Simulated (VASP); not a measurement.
MnPt2:

```
CELL_PARAMETERS angstrom
2.85840 0.00000 0.00000
-1.42920 2.47545 0.00000
0.00000 0.00000 6.53250
ATOMIC_POSITIONS crystal
Pt 0.66667 0.33333 0.31621
Pt 0.33333 0.66667 0.68379
Mn 0.00000 0.00000 0.00000
```

Base run:

```yaml
Program: VASP 6.6.1
Functional: PBE
Potentials_or_basis: VASP PAW PBE potentials, release 64 (Pt, Mn_pv)
Cutoff: 520 eV
k_mesh: 9 × 9 × 4
Occupations: fermi-dirac, width 0.05 eV
Spin: collinear spin, ferromagnetic start
Starting_moments: "[0.0, 0.0, 2.0] μB"
Fixed_moment: 2 μB
```

Its results: pressure -10.7 GPa; site moments Pt -0.22; Mn +2.38 μB; largest force 0.156 eV/Å.

**Question.** The run is repeated on the same cell with these changes: fixed moment from 2 μB to 4 μB; moments at the start from [0.0, 0.0, 2.0] to [0.0, 0.0, 4.0]. What comes out?

**Answer.** Pressure -2.7 GPa; site moments Pt +0.14; Mn +3.57 μB; largest force 0.064 eV/Å.

Caveats: the total moment is fixed, so each spin has its own Fermi level.
